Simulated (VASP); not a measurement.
# Si3Sn (P4/mmm) in VASP: further runs, part 2 of 2

VASP 6.6.1.

### Step 3. Single point, PBE

This run uses another cell than the first one, of 22.83 Å³/atom.

INCAR

```
ALGO     = Normal         # electronic algorithm
EDIFF    = 1E-6           # SCF threshold, eV
ENCUT    = 520            # plane-wave cutoff, eV
GGA      = PE             # functional
ISIF     = 2              # what is computed and relaxed
ISMEAR   = 0              # smearing method
LASPH    = T              # aspherical terms in the spheres
LCHARG   = F              # write CHGCAR
LREAL    = F              # projectors in reciprocal space
LWAVE    = F              # write WAVECAR
NBANDS   = 21             # bands
NELM     = 100            # most SCF steps
PREC     = Accurate       # precision mode
SIGMA    = 0.1            # smearing width, eV
```

KPOINTS

```
k-points
0
Gamma
  12 12 8
```

POSCAR

```
Si3Sn
1.0
    3.4654596881      0.0000000000      0.0000000000
    0.0000000000      3.4654596881      0.0000000000
    0.0000000000      0.0000000000      7.6042351564
Si Sn
3 1
Direct
    0.0000000000      0.0000000000      0.6916865645
    0.0000000000      0.0000000000      0.3083134355
    0.0000000000      0.0000000000      0.0000000000
    0.5000000000      0.5000000000      0.5000000000
```

Potentials or basis: VASP PAW PBE potentials, release 64 (Si, Sn_d).

On the command line:

```
> cat potpaw_PBE.64/Si/POTCAR potpaw_PBE.64/Sn_d/POTCAR > POTCAR
> mpirun -np 1 vasp_std > vasp.out
```

OUTCAR:

```text
EDIFF = 1E-6
   ENCUT = 520
   GGA = PE
   ISIF = 2
   ISMEAR = 0
   LASPH = T
   LREAL = F
   NELM = 100
   PREC = Accurate

 ion  position               nearest neighbor table
   1  0.000  0.000  0.692-   3 2.34   4 2.85   4 2.85   4 2.85   4 2.85   2 2.92
   2  0.000  0.000  0.308-   3 2.34   4 2.85   4 2.85   4 2.85   4 2.85   1 2.92
   3  0.000  0.000  0.000-   1 2.34   2 2.34
   4  0.500  0.500  0.500-   1 2.85   2 2.85   1 2.85   2 2.85   1 2.85   2 2.85   1 2.85   2 2.85

  LATTYP: Found a simple tetragonal cell.
 ALAT       =     3.4654596881
 C/A-ratio  =     2.1942933523

  Lattice vectors:

 A1 = (   3.4654596881,   0.0000000000,   0.0000000000)
 A2 = (   0.0000000000,   3.4654596881,   0.0000000000)
 A3 = (   0.0000000000,   0.0000000000,   7.6042351564)

Analysis of symmetry for initial positions (statically):
=====================================================================
 Subroutine PRICEL returns:
 Original cell was already a primitive cell.

 Routine SETGRP: Setting up the symmetry group for a
 simple tetragonal supercell.

 Subroutine GETGRP returns: Found 16 space group operations
 (whereof 16 operations were pure point group operations)
 out of a pool of 16 trial point group operations.

The static configuration has the point symmetry D_4h.

Analysis of symmetry for dynamics (positions and initial velocities):
=====================================================================
 Subroutine PRICEL returns:
 Original cell was already a primitive cell.

 Routine SETGRP: Setting up the symmetry group for a
 simple tetragonal supercell.

 Subroutine GETGRP returns: Found 16 space group operations
 (whereof 16 operations were pure point group operations)
 out of a pool of 16 trial point group operations.

The dynamic configuration has the point symmetry D_4h.

 Subroutine INISYM returns: Found 16 space group operations
 (whereof 16 operations are pure point group operations),
 and found     1 'primitive' translations

----------------------------------------------------------------------------------------

                                     Primitive cell

  volume of cell :      91.3224

  direct lattice vectors                    reciprocal lattice vectors
     3.465459688  0.000000000  0.000000000     0.288562006  0.000000000  0.000000000
     0.000000000  3.465459688  0.000000000     0.000000000  0.288562006  0.000000000
     0.000000000  0.000000000  7.604235156     0.000000000  0.000000000  0.131505665

  length of vectors
     3.465459688  3.465459688  7.604235156     0.288562006  0.288562006  0.131505665

  position of ions in fractional coordinates (direct lattice)
     0.000000000  0.000000000  0.691686565
     0.000000000  0.000000000  0.308313435
     0.000000000  0.000000000  0.000000000
     0.500000000  0.500000000  0.500000000

  ion indices of the primitive-cell ions
   primitive index   ion index
                 1           1
                 2           2
                 3           3
                 4           4

----------------------------------------------------------------------------------------

 KPOINTS: k-points

Automatic generation of k-mesh.
 Grid dimensions read from file:
 generate k-points for:   12   12    8

 Generating k-lattice:

  Cartesian coordinates                     Fractional coordinates (reciprocal lattice)
     0.024046834  0.000000000  0.000000000     0.083333333  0.000000000  0.000000000
     0.000000000  0.024046834  0.000000000     0.000000000  0.083333333  0.000000000
     0.000000000  0.000000000  0.016438208     0.000000000  0.000000000  0.125000000

  Length of vectors
     0.024046834  0.024046834  0.016438208

  Shift w.r.t. Gamma in fractional coordinates (k-lattice)
     0.000000000  0.000000000  0.000000000

 Subroutine IBZKPT returns following result:
 ===========================================

 Found    140 irreducible k-points:

 Following reciprocal coordinates:
            Coordinates               Weight
  0.000000  0.000000  0.000000      1.000000
  0.083333  0.000000  0.000000      4.000000
  0.166667  0.000000  0.000000      4.000000
  0.250000  0.000000  0.000000      4.000000
  0.333333  0.000000  0.000000      4.000000
  0.416667  0.000000  0.000000      4.000000
[... 16 lines left out ...]
  0.333333  0.333333  0.000000      4.000000
  0.416667  0.333333  0.000000      8.000000
 [... further k-points ...]
   k-points           NKPTS =    140   k-points in BZ     NKDIM =    140   number of bands    NBANDS=     21
   number of dos      NEDOS =    301   number of ions     NIONS =      4
   total plane-waves  NPLWV =  47040
   dimension x,y,z NGX =    28 NGY =   28 NGZ =   60
   dimension x,y,z NGXF=    56 NGYF=   56 NGZF=  120
   ions per type =               3   1
   NGX,Y,Z   is equivalent  to a cutoff of  13.43, 13.43, 13.12 a.u.
   NGXF,Y,Z  is equivalent  to a cutoff of  26.86, 26.86, 26.23 a.u.
 SYSTEM =  unknown system
   PREC   = accura    normal or accurate (medium, high low for compatibility)
   ISTART =      0    job   : 0-new  1-cont  2-samecut
   ICHARG =      2    charge: 1-file 2-atom 10-const
   ISPIN  =      1    spin polarized calculation?
   LNONCOLLINEAR =      F non collinear calculations
   LSORBIT =      F    spin-orbit coupling
   LASPH  =      T    aspherical Exc in radial PAW
   ENCUT  =  520.0 eV  38.22 Ry    6.18 a.u.   6.44  6.44 14.14*2*pi/ulx,y,z
   NELM   =    100;   NELMIN=  2; NELMDL= -5     # of ELM steps
   EDIFF  = 0.1E-05   stopping-criterion for ELM
   LREAL  =      F    real-space projection
   EDIFFG = 0.1E-04   stopping-criterion for IOM
   NSW    =      0    number of steps for IOM
   IBRION =     -1    ionic relax: 0-MD 1-quasi-New 2-CG
   NFREE  =      0    steps in history (QN), initial steepest desc. (CG)
   ISIF   =      2    stress and relaxation
   ISYM   =      2    0-nonsym 1-usesym 2-fastsym
   POTIM  = 0.5000    time-step for ionic-motion
   TEBEG  =    0.0;   TEEND  =   0.0 temperature during run
   PSTRESS=    0.0 pullay stress
   NELECT =      26.0000    total number of electrons
   NUPDOWN=      -1.0000    fix difference up-down
   EMIN   =  10.00;   EMAX   =-10.00  energy-range for DOS
   EFERMI =   0.00;   METHOD = LEGACY
   ISMEAR =     0;   SIGMA  =   0.10  broadening in eV -4-tet -1-fermi 0-gaus
   EFERMI_NEDOS =   21; number of points for ismear=-14 and -15
   IALGO  =     38    algorithm
   IMIX   =      4    mixing-type and parameters
     AMIX     =   0.40;   BMIX     =  1.00
     AMIX_MAG =   1.60;   BMIX_MAG =  1.00
  volume/ion in A,a.u.               =      22.83       154.07
  Fermi-wavevector in a.u.,A,eV,Ry     =   1.076978  2.035193 15.781150  1.159882
  Thomas-Fermi vector in A             =   2.212877
   LORBIT       =      0    0 simple, 1 ext, 2 COOP (PROOUT), +10 PAW based schemes
   GGA     = PE    functional components
   LHFCALC =     F    Hartree Fock is set to
   AEXX    =    0.0000 exact exchange contribution
   IVDW    =     0    specifies the selected vdW correction
   LEPSILON=     F    determine dielectric tensor
   LRPA    =     F    only Hartree local field effects (RPA)
 non-spin polarized calculation
 Gauss-broadening in eV      SIGMA  =   0.10
  energy-cutoff  :      520.00
  volume of cell :       91.32
 maximum number of plane-waves:      2508
 NGX is ok and might be reduce to    28
   NGX = 13   NGY = 13   NGZ = 29

 number of electron      25.9999999 magnetization

 Free energy of the ion-electron system (eV)
  ---------------------------------------------------
  ext. energy  EPLUGINS =         0.00000000
  ---------------------------------------------------
  free energy    TOTEN  =       -16.83573523 eV

  energy without entropy =      -16.82649050  energy(sigma->0) =      -16.83111287

 E-fermi :   6.0886     XC(G=0):  -9.6074

 val. band max:        6.0806936187   @ k =   0.2500   0.0833   0.0000
 cond. band min:       6.0934617953   @ k =   0.5000   0.4167   0.5000
 fundamental gap:      0.0127681766
 Fermi energy:         6.0885640056

 k-point     1 :       0.0000    0.0000    0.0000
  band No.  band energies     occupation
      1     -15.4074      2.00000
      2     -15.3363      2.00000
      3     -15.3003      2.00000
      4     -15.3003      2.00000
      5     -15.2991      2.00000
      6      -6.0536      2.00000
[... 565 lines left out ...]
     20      11.4565      0.00000
     21      12.3206      0.00000

 [... further k-points ...]

------------------------ aborting loop because EDIFF is reached ----------------------------------------

  FORCE on cell =-STRESS in cart. coord.  units (eV):
  Direction    XX          YY          ZZ          XY          YZ          ZX
  --------------------------------------------------------------------------------------
  -------------------------------------------------------------------------------------
  Total       -0.0207025     -0.0207025     -0.0281487      0.0000000     -0.0000000      0.0000000
  in kB       -0.3632083     -0.3632083     -0.4938470      0.0000000     -0.0000000      0.0000000
  external PRESSURE =      -0.4067545 kB  Pullay stress =       0.0000000 kB

 VOLUME and BASIS-vectors are now :
 -----------------------------------------------------------------------------
  energy-cutoff  :      520.00
  volume of cell :       91.32
      direct lattice vectors                 reciprocal lattice vectors
     3.465459688  0.000000000  0.000000000     0.288562006  0.000000000  0.000000000
     0.000000000  3.465459688  0.000000000     0.000000000  0.288562006  0.000000000
     0.000000000  0.000000000  7.604235156     0.000000000  0.000000000  0.131505665

 POSITION                                       TOTAL-FORCE (eV/Angst)
 -----------------------------------------------------------------------------------
      0.00000      0.00000      5.25975        -0.000000      0.000000      0.002965
      0.00000      0.00000      2.34449         0.000000     -0.000000     -0.002965
      0.00000      0.00000      0.00000        -0.000000     -0.000000     -0.000000
      1.73273      1.73273      3.80212        -0.000000     -0.000000     -0.000000
 -----------------------------------------------------------------------------------
    total drift:                                0.000000      0.000000      0.000000

  FREE ENERGIE OF THE ION-ELECTRON SYSTEM (eV)
  ---------------------------------------------------
  free  energy   TOTEN  =       -16.8357352273 eV

  energy  without entropy=      -16.8264905037  energy(sigma->0) =      -16.83111287
```

Wall time 2.1 min (1 thread of AMD EPYC 9R45 (Zen 5), shared host); peak memory 0.34 GiB.

Results:

* Free energy: -16.8357 eV
* Pressure: 0.0 GPa
* Band gap on the k mesh: zero (bands 13 and 14 overlap by 4.26 eV)

Forces on the atoms (eV/Å):
```
Si   0.000  0.000  0.003
Si   0.000  0.000 -0.003
Si   0.000  0.000  0.000
Sn   0.000  0.000  0.000
```

Caveat: spin-orbit coupling is left out, which moves the levels of the heavy elements.

### Step 4. Relaxation of cell and atoms, PBE

This run uses another cell than the first one, of 23.61 Å³/atom.

INCAR

```
ALGO = Normal
EDIFF = 1E-6
EDIFFG = -0.01
ENCUT = 600
GGA = PE
IBRION = 2
ISIF = 3
ISMEAR = 0
LASPH = True
LCHARG = False
LREAL = False
LWAVE = False
NELM = 80
NSW = 100
PREC = Accurate
SIGMA = 0.1
```

KPOINTS is that of step 3.

POSCAR

```
Si3Sn
1.0
    3.6223412518      0.0000000000      0.0000000000
    0.0000000000      3.6223412518      0.0000000000
    0.0000000000      0.0000000000      7.1978367044
Si Sn
3 1
Direct
    0.0000000000      0.0000000000      0.6755460770
    0.0000000000      0.0000000000      0.3244539230
    0.0000000000      0.0000000000      0.0000000000
    0.5000000000      0.5000000000      0.5000000000
```

On the command line:

```
> cat potpaw_PBE.64/Si/POTCAR potpaw_PBE.64/Sn_d/POTCAR > POTCAR
> mpirun -np 1 vasp_std > vasp.out
```

Wall time 20 min (1 thread of AMD EPYC 9R45 (Zen 5), shared host); peak memory 0.4 GiB.

It converged, with:

- Free energy: -16.8359 eV
- Relaxed volume: 22.80 Å³/atom
- Relaxed cell: a = 3.464 Å, b = 3.464 Å, c = 7.601 Å, α = 90.00°, β = 90.00°, γ = 90.00°
- Space group after relaxing (to 0.1 Å): P4/mmm (No. 123)
- Energy gained by relaxing: 22.4 meV/atom
- Ionic steps: 19
- Pressure after relaxing: 0.1 GPa
- Largest force after relaxing: 0.007 eV/Å
- Band gap on the k mesh: zero (bands 13 and 14 overlap by 4.25 eV)

Forces on the atoms (eV/Å):
```
Si   0.000  0.000  0.007
Si   0.000  0.000 -0.007
Si   0.000  0.000  0.000
Sn   0.000  0.000  0.000
```

The path:
```csv
step,energy change (eV),largest force (eV/Å),pressure (GPa),volume (Å³)
1,0.0000,0.1097,0.09,94.45
2,-0.0081,0.1725,-0.36,94.62
3,-0.0169,0.3144,-0.92,94.90
4,-0.0217,0.4904,-1.71,95.37
5,-0.0239,0.4890,-1.70,95.26
6,-0.0298,0.4821,-1.69,94.94
7,-0.0347,0.4482,-1.63,94.27
8,-0.0437,0.4302,-1.41,93.80
9,-0.0653,0.3638,-0.67,92.40
10,-0.0799,0.1890,1.02,89.64
11,-0.0804,0.2210,0.73,90.06
12,-0.0844,0.1667,0.57,90.35
13,-0.0890,0.0166,0.17,91.15
14,-0.0893,0.0215,0.05,91.32
15,-0.0894,0.0260,-0.05,91.46
16,-0.0895,0.0225,-0.03,91.42
17,-0.0896,0.0139,0.00,91.31
18,-0.0896,0.0001,0.10,91.09
19,-0.0896,0.0066,0.05,91.21
```

Final structure:
```
CELL_PARAMETERS angstrom
3.46406 0.00000 0.00000
0.00000 3.46406 0.00000
0.00000 0.00000 7.60112
ATOMIC_POSITIONS crystal
Si 0.00000 0.00000 0.69161
Si 0.00000 0.00000 0.30839
Si 0.00000 0.00000 0.00000
Sn 0.50000 0.50000 0.50000
```

Levels at points of the mesh, in eV from the Fermi level:
```csv
k point,band 10,band 11,band 12,band 13,band 14,band 15,band 16,band 17
"(0.00, 0.00, 0.00)",-1.26,-0.55,-0.55,1.22,2.47,2.47,2.71,2.71
"(0.50, 0.00, 0.00)",-3.92,-2.61,-0.58,0.66,1.66,3.23,3.51,3.56
"(0.50, 0.50, 0.00)",-5.03,-5.03,-1.43,-1.43,-1.20,-1.20,0.16,0.41
"(0.00, 0.00, 0.50)",-0.44,-0.44,0.85,1.41,1.41,2.28,3.96,4.02
"(0.50, 0.00, 0.50)",-4.27,-3.89,-1.14,0.73,2.11,2.20,3.58,4.13
"(0.50, 0.50, 0.50)",-4.96,-2.83,-2.49,-2.49,-2.47,0.00,0.90,0.90
```

Caveat: spin-orbit coupling is left out, which moves the levels of the heavy elements.

### Step 5. Overview

```csv
task,cell,k mesh,cutoff (eV),gap on the mesh (eV),pressure (GPa),relaxed volume (Å³/atom),largest force (eV/Å)
relaxation of cell and atoms,"relaxed from a = 3.615, b = 3.615, c = 7.184 Å, 4 atoms, atomic positions A",6 × 6 × 4,600,none,0.2,23.51,0.02
single point,"a = 3.465, b = 3.465, c = 7.604 Å, 4 atoms, atomic positions B",12 × 12 × 8,520,none,0.0,-,-
relaxation of cell and atoms,"relaxed from a = 3.622, b = 3.622, c = 7.198 Å, 4 atoms, atomic positions C",12 × 12 × 8,600,none,0.1,22.80,0.01
```

Alike in all rows: level PBE; potentials or basis VASP PAW PBE potentials, release 64 (Si, Sn_d); no spin polarisation; smearing gaussian 0.1 eV.

Caveats: spin-orbit coupling is left out, which moves the levels of the heavy elements.

Absolute energies hang on the potentials; compare differences alone.
